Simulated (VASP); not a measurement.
A run of VASP 6.6.1 is set up as follows.

File INCAR:

```
  PREC = Accurate
  ENCUT = 520
  EDIFF = 1E-6
  ISMEAR = 0
  SIGMA = 0.05
  LREAL = F
  LASPH = T
  NELM = 60
  ALGO = Normal
  ISIF = 2
  LWAVE = F
  LCHARG = F
  GGA = PE
  NBANDS = 26
```

The input KPOINTS:

```
Automatic mesh
0
Gamma
  8 8 8
```

Contents of POSCAR:

```
AlN
1.0
   -3.1302395627      0.0000000000      0.0000000000
    0.0000000000      5.4217339625      0.0000000000
    1.5651197814     -2.7108669813     -5.0179796546
Al N
4 4
Direct
    0.9989088838      0.3348503122      0.9978177676
    0.4993623987      0.8300876370      0.9987247974
    0.2483944353      0.9151016974      0.4967888705
    0.7498768472      0.4165029184      0.4997536945
    0.8160495742      0.1486233677      0.6320991484
    0.3006791433      0.6347720165      0.6013582866
    0.0583643587      0.6973645997      0.1167287175
    0.5583643588      0.2526974511      0.1167287175
```

Potentials or basis: VASP PAW PBE potentials, release 64 (Al, N).

Launch:

```bash
$ cat potpaw_PBE.64/Al/POTCAR potpaw_PBE.64/N/POTCAR > POTCAR
$ mpirun -np 1 vasp_std > vasp.out
```

Question: Predict the band gap on the k mesh.

Answer: 3.84 eV.

Question: Predict the largest force.

Answer: 4.744 eV/Å.

Question: Predict the pressure.

Answer: 2.2 GPa.

Stress tensor (GPa, compression positive):
```
 1.61  0.00  0.00
 0.00  3.32 -1.53
 0.00 -1.53  1.70
```

Caveat: the cell differs from its parent crystal (atoms displaced along a vibrational mode); forces of over 1 eV/Å act on the atoms, so gaps and moduli don't describe the material at rest. A k mesh can miss the band edges.
